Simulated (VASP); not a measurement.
A run of VASP 6.6.1 is set up as follows.

File INCAR:

```
  PREC = Accurate
  ENCUT = 500
  EDIFF = 1E-6
  ISMEAR = -1
  SIGMA = 0.1
  LREAL = F
  LASPH = T
  NELM = 200
  ALGO = Normal
  ISIF = 2
  LWAVE = F
  LCHARG = F
  ISPIN = 2
  MAGMOM = 3 0
  LORBIT = 11
  LMAXMIX = 4
  GGA = PE
  NBANDS = 24
  GGA_COMPAT = F
```

The input KPOINTS:

```
regular mesh
0
Gamma
  8 8 6
```

File POSCAR:

```
Mn
1.0
    1.8000000000      1.8000000000      0.0000000000
   -1.8000000000      1.8000000000      0.0000000000
    0.0000000000      0.0000000000      3.6000000000
Mn
2
Direct
    0.0000000000      0.0000000000      0.0000000000
    0.5000000000      0.5000000000      0.5000000000
```

Potentials or basis: VASP PAW PBE potentials, release 64 (Mn_pv).

Launch:

```bash
$ cat potpaw_PBE.64/Mn_pv/POTCAR > POTCAR
$ mpirun -np 1 vasp_std > vasp.out
```

Task: What does it give for the band gap on the k mesh?

Result: Zero (filled and empty bands overlap).

Task: Predict the net moment.

Result: 0.00 μB per cell.

Stress tensor (GPa, compression positive):
```
-0.60  0.00  0.00
 0.00 -0.60  0.00
 0.00  0.00 -8.18
```
